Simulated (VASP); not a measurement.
Here is a VASP 6.6.1 calculation.

File INCAR:

```
SYSTEM = SiC
PREC     = Accurate       ! precision mode
ENCUT    = 520            ! plane-wave cutoff, eV
EDIFF    = 1E-6           ! SCF threshold, eV
ISMEAR   = 0              ! smearing method
SIGMA    = 0.05           ! smearing width, eV
LREAL    = .False.        ! projectors in reciprocal space
LASPH    = .True.         ! aspherical terms in the spheres
NELM     = 60             ! most SCF steps
ALGO     = Normal         ! electronic algorithm
ISIF     = 2              ! what is computed and relaxed
LWAVE    = .False.        ! write WAVECAR
LCHARG   = .False.        ! write CHGCAR
GGA      = PE             ! functional
NBANDS   = 26             ! bands
```

File KPOINTS:

```
Automatic mesh
0
Gamma
  10 10 3
  0 0 0
```

Contents of POSCAR:

```
SiC
1.0
   -3.0941201809      0.0000000000      0.0000000000
   -1.5470600905     -2.6795866790      0.0000000000
    0.0000000000      0.0000000000     10.6293391998
Si C
4 4
Direct
    0.6666666667      0.6666666667      0.0896203855
    0.3333333333      0.3333333333      0.5661005791
    1.0000000000      1.0000000000      0.8043934403
    1.0000000000      1.0000000000      0.3279132467
    0.6666666667      0.6666666667      0.8633892066
    0.3333333333      0.3333333333      0.3869090130
    0.0000000000      0.0000000000      0.6257593510
    0.0000000000      0.0000000000      0.1492791574
```

Potentials or basis: VASP PAW PBE potentials, release 64 (Si, C).

Run with:

```console
$ cat potpaw_PBE.64/Si/POTCAR potpaw_PBE.64/C/POTCAR > POTCAR
$ mpirun -np 1 vasp_std > vasp.out
```

**Question.** Predict the largest force.

**Answer.** 2.166 eV/Å.

**Question.** What does it give for the band gap on the k mesh?

**Answer.** 1.51 eV, indirect (least direct gap 2.89 eV).

**Question.** What does it give for the pressure?

**Answer.** -4.4 GPa.

Stress tensor (GPa, compression positive):
```
 -0.19   0.00   0.00
  0.00  -0.19   0.00
  0.00   0.00 -12.78
```

Caveat: forces of over 1 eV/Å act on the atoms, so gaps and moduli don't describe the material at rest. A hybrid or GW would open this gap; PBE tends to underestimate it.
